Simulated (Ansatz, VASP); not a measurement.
One calculation of RuC4, two programs

The input INCAR:

```
ALGO     = Normal         # electronic algorithm
EDIFF    = 1E-7           # SCF threshold, eV
EDIFFG   = -0.04          # ionic threshold
ENCUT    = 600            # plane-wave cutoff, eV
GGA      = PE             # functional
GGA_COMPAT= F            
IBRION   = 2              # ionic algorithm
ISIF     = 3              # what is computed and relaxed
ISMEAR   = 0              # smearing method
LASPH    = T              # aspherical terms in the spheres
LCHARG   = F              # write CHGCAR
LREAL    = F              # projectors in reciprocal space
LWAVE    = F              # write WAVECAR
NELM     = 120            # most SCF steps
NELMIN   = 4            
NSW      = 90             # ionic steps
PREC     = Accurate       # precision mode
SIGMA    = 0.1            # smearing width, eV
```

The input KPOINTS:

```
k-points
0
Gamma
  6 6 2
```

Contents of POSCAR:

```
RuC4
1.0
    2.7492913600      0.0000000000      0.0000000000
   -1.3746456800      2.3809561600      0.0000000000
    0.0000000000      0.0000000000      8.8402951900
Ru C
1 4
Direct
    0.0000000000      0.0000000000      0.0000000000
    0.3333333300      0.6666666700      0.8658552800
    0.3333333300      0.6666666700      0.3767953500
    0.6666666700      0.3333333300      0.1341447200
    0.6666666700      0.3333333300      0.6232046500
```

Input for Ansatz:

```yaml
crystal:
  lattice:
    - [2.74929136, 0.0, 0.0]
    - [-1.37464568, 2.38095616, 0.0]
    - [0.0, 0.0, 8.84029519]
  atoms:
    - { symbol: Ru, position: [0.0, 0.0, 0.0] }
    - { symbol: C, position: [0.33333333, 0.66666667, 0.86585528] }
    - { symbol: C, position: [0.33333333, 0.66666667, 0.37679535] }
    - { symbol: C, position: [0.66666667, 0.33333333, 0.13414472] }
    - { symbol: C, position: [0.66666667, 0.33333333, 0.62320465] }
basis:
  ecutwfc: 420
kpoints:
  mp_grid: { grid: [6, 6, 2] }
hamiltonian:
  xc: pbe
scf:
  occupations: { method: gaussian, width: 0.1 }
  lower_state_search: "off"
output:
  forces: true
  stress: true
  eigenvalues: true
relax:
  adjacent_minimum: "off"
  f_tol: 0.04
  max_steps: 70
  cell: { stress_tol: 0.4 }
```

Change from the starting cell: species swapped into the Co4H type (P-3m1, No. 164).

Alike in both runs: task relaxation of cell and atoms; functional PBE; k mesh 6 × 6 × 2; occupations gaussian, width 0.1 eV; no spin polarisation.

|  | VASP | Ansatz |
| --- | --- | --- |
| version | VASP 6.6.1 | Ansatz 0.2.0 |
| potentials or method | VASP PAW PBE potentials, release 64 (Ru_sv, C), cutoff 600 eV | scalar-relativistic, plane waves, PAW |
| valence electrons in the cell | 32 | 32 |

Ansatz gave:

* gap on the k mesh at the Fermi level, each at its own relaxed structure (eV): none
* relaxed volume (Å³/atom): 7.87
* relaxed cell length with the largest relative difference (Å): 6.186

Task: What did VASP give for the same quantities?

Result: gap on the k mesh at the Fermi level, each at its own relaxed structure (eV): none; relaxed volume (Å³/atom): 11.76; relaxed cell length with the largest relative difference (Å): 11.029.

A gap of «none» marks a metal or a gap that the smearing closes. One of these differences is far larger than is usual between the two programs; its cause wasn't traced.

The k mesh is coarse, so the values compare programs but aren't converged.
